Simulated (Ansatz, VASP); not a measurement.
**Sb: VASP beside Ansatz**

```
CELL_PARAMETERS angstrom
3.12240 0.00000 0.00000
0.00000 4.34752 0.00000
-0.03891 0.00000 4.40585
ATOMIC_POSITIONS crystal
Sb 0.01139 0.25000 0.24117
Sb 0.98861 0.75000 0.75883
```

Alike in both runs: task relaxation of cell and atoms; functional HSE06; k mesh 5 × 3 × 3; occupations fermi-dirac, width 0.05 eV; no spin polarisation.

```csv
,VASP,Ansatz
version,VASP 6.6.1,Ansatz 0.2.0
potentials or method,"VASP PAW PBE potentials, release 64 (Sb)",Ansatz PAW
plane-wave cutoff (eV),600,420
valence electrons in the cell,10,30
```

VASP gave:

```
gap on the k mesh at the Fermi level, each at its own relaxed structure (eV) : none
relaxed volume (Å³/atom)                                                     : 29.59
relaxed cell length with the largest relative difference (Å)                 : 4.183
```

Problem. Estimate Ansatz's values.

Solution. gap on the k mesh at the Fermi level, each at its own relaxed structure (eV): none; relaxed volume (Å³/atom): 30.48; relaxed cell length with the largest relative difference (Å): 4.309.

A gap of «none» marks a metal or a gap that the smearing closes. VASP's potentials hold 10 valence electrons a cell and Ansatz's 30, so a difference there can come from the potentials and not from the codes.

The k mesh is coarse, so the values compare programs but aren't converged. Neither program's run includes spin-orbit coupling. Noted on Ansatz's run: the plane-wave basis is chosen anew once the cell has moved, so the energies of steps on either side of that aren't comparable.
